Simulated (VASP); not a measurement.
Set up this calculation in VASP 6.6.1, as the native input.

| Item | Value |
| --- | --- |
| Task | single point |
| Functional | LDA |
| Potentials or basis | VASP PAW LDA potentials, release 64 (Sb, Rh_pv) |
| Cutoff | 520 eV |
| k mesh | 12 × 12 × 12 |
| Occupations | gaussian, width 0.1 eV |
| Spin | no spin polarisation |
| Dipole correction | no |
| Further INCAR settings | ALGO = Normal; EDIFF = 1e-07; NBANDS = 33 |

The structure of SbRh3 lies in POSCAR:

```
SbRh3
1.0
    3.8786651685      0.0000000000      0.0000000000
    0.0000000000      3.8786651685      0.0000000000
    0.0000000000      0.0000000000      3.8786651685
Sb Rh
1 3
Direct
    0.0000000000      0.0000000000      0.0000000000
    0.5000000000      0.5000000000      0.0000000000
    0.5000000000      0.0000000000      0.5000000000
    0.0000000000      0.5000000000      0.5000000000
```

One way to write it, as run:

INCAR

```
SYSTEM = SbRh3
PREC = Accurate
ENCUT = 520
EDIFF = 1E-7
ISMEAR = 0
SIGMA = 0.1
LREAL = .FALSE.
LASPH = .TRUE.
NELM = 100
ALGO = Normal
ISIF = 2
LWAVE = .FALSE.
LCHARG = .FALSE.
NBANDS = 33
```

KPOINTS

```
regular mesh
0
G
  12 12 12
  0 0 0
```

Potentials or basis: VASP PAW LDA potentials, release 64 (Sb, Rh_pv).

Run with:

```bash
$ cat potpaw_LDA.64/Sb/POTCAR potpaw_LDA.64/Rh_pv/POTCAR > POTCAR
$ mpirun -np 1 vasp_std > vasp.out
```

It gave:

- Pressure: 0.7 GPa
- Band gap on the k mesh: zero (band 25 reaches 13.18 eV, above the bottom of band 26 at 11.64 eV)

Caveat: spin-orbit coupling is left out, which moves the levels of the heavy elements.

It took 96 s on 1 thread of Intel(R) Xeon(R) 6975P-C (Granite Rapids), on a shared host, peak memory 0.24 GiB.
